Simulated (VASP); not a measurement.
Here is a VASP 6.6.1 calculation.

INCAR

```
SYSTEM = Cu
ALGO = Normal ; EDIFF = 1E-7
EDIFFG = -0.002 ; ENCUT = 600
GGA = RP ; GGA_COMPAT = .False.
IBRION = 2 ; ISIF = 3
ISMEAR = 0 ; LASPH = .True.
LCHARG = .False. ; LREAL = .False.
LWAVE = .False. ; NELM = 120
NELMIN = 4 ; NSW = 100
PREC = Accurate ; SIGMA = 0.1
```

Contents of KPOINTS:

```
k-points
0
Gamma
  16 16 16
  0 0 0
```

Contents of POSCAR:

```
Cu
1.0
    0.0000000000      1.8250000000      1.8250000000
    1.8250000000      0.0000000000      1.8250000000
    1.8250000000      1.8250000000      0.0000000000
Cu
1
Direct
    0.0000000000      0.0000000000      0.0000000000
```

Potentials or basis: VASP PAW PBE potentials, release 64 (Cu).

The run is started by

```bash
$ cat potpaw_PBE.64/Cu/POTCAR > POTCAR
$ mpirun -np 1 vasp_std > vasp.out
```

(1) What does it give for the space group after relaxing (to 0.05 Å)?

(2) Estimate the relaxed volume.

(3) What does it give for the relaxed cell?

Results:

(1) Fm-3m (No. 225).

(2) 12.46 Å³/atom.

(3) a = 2.602 Å, b = 2.602 Å, c = 2.602 Å, α = 60.00°, β = 60.00°, γ = 60.00°.

Caveat: the PAW data sets were made with another functional, which shifts forces and pressure a little.
